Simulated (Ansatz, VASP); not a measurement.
## Mg2Si: VASP beside Ansatz

```
Si Mg
1.0
     0.00000    3.23112    3.23112
     3.23112    0.00000    3.23112
     3.23112    3.23112    0.00000
Si Mg
1 2
Direct
  0.00000 0.00000 0.00000
  0.25000 0.25000 0.25000
  0.75000 0.75000 0.75000
```

Alike in both runs: task single point; functional r2SCAN; k mesh 6 × 6 × 6; no spin polarisation.

|  | VASP | Ansatz |
| --- | --- | --- |
| version | VASP 6.6.1 | Ansatz 0.2.0 |
| potentials or method | VASP PAW PBE potentials, release 64 (Si, Mg) | plane waves, PAW |
| plane-wave cutoff (eV) | 660 | 500 |
| occupations | gaussian, width 0.01 eV | fixed |
| valence electrons in the cell | 8 | 24 |

VASP gave:

| Item | Value |
| --- | --- |
| gap on the k mesh at the Fermi level (eV) | 0.50 |
| pressure (GPa) | -3.3 |

Estimate Ansatz's values.

gap on the k mesh at the Fermi level (eV): 0.50; pressure (GPa): -3.0.

VASP's potentials were made for PBE, not for r2SCAN. VASP's potentials hold 8 valence electrons a cell and Ansatz's 24, so a difference there can come from the potentials and not from the codes.
